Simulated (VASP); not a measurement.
Write the native input for VASP 6.6.1 that does the following.

- Task: single point
- Functional: r2SCAN
- Potentials or basis: VASP PAW PBE potentials, release 64 (Ti_sv)
- Cutoff: 520 eV
- k mesh: 20 × 20 × 20
- Occupations: gaussian, width 0.15 eV
- Spin: no spin polarisation
- Dipole correction: no
- Further INCAR settings: ALGO = Normal; EDIFF = 1e-06; NBANDS = 12

The system is Ti.

```
Ti
1.0
     0.00000    1.96910    2.03000
     1.96910    0.00000    2.03000
     1.96910    1.96910    0.00000
Ti
1
Direct
  0.00000 0.00000 0.00000
```

This cell differs from its parent crystal: strain -0.030 along x and y, +0.000 along z.

One way to write it, as run:

POSCAR

```
Ti
1.0
    0.0000000000      1.9691000000      2.0300000000
    1.9691000000      0.0000000000      2.0300000000
    1.9691000000      1.9691000000      0.0000000000
Ti
1
Direct
    0.0000000000      0.0000000000      0.0000000000
```

INCAR.step1

```
SYSTEM = Ti
PREC = Accurate
ENCUT = 520
ISMEAR = 0
SIGMA = 0.15
LREAL = .False.
LASPH = .True.
NELM = 80
NBANDS = 12
GGA = PE
ALGO = Normal
EDIFF = 1E-4
LWAVE = .True.
LCHARG = .False.
```

INCAR.step2

```
SYSTEM = Ti
PREC = Accurate
ENCUT = 520
EDIFF = 1E-6
ISMEAR = 0
SIGMA = 0.15
LREAL = .False.
LASPH = .True.
NELM = 80
ALGO = Normal
ISIF = 2
LWAVE = .False.
LCHARG = .False.
METAGGA = R2SCAN
LMIXTAU = .True.
NBANDS = 12
ISTART = 1
```

KPOINTS

```
Automatic mesh
0
Gamma
  20 20 20
  0 0 0
```

Potentials or basis: VASP PAW PBE potentials, release 64 (Ti_sv).

Command:

```sh
$ cat potpaw_PBE.64/Ti_sv/POTCAR > POTCAR
$ cp INCAR.step1 INCAR
$ mpirun -np 1 vasp_std > vasp.out
$ cp INCAR.step2 INCAR
$ mpirun -np 1 vasp_std > vasp.out
```

Results of the run:

```
Pressure               : 13.2 GPa
Band gap on the k mesh : zero (band 6 reaches 10.30 eV, above the bottom of band 7 at 8.77 eV)
```

Caveat: the cell differs from its parent crystal (strain -0.030 along x and y, +0.000 along z); the PAW data sets were made with another functional, which shifts forces and pressure a little.

Wall time 3.5 min on 1 thread of Intel(R) Xeon(R) Platinum 8488C (Sapphire Rapids), with other jobs on the host, peak memory 0.24 GiB.
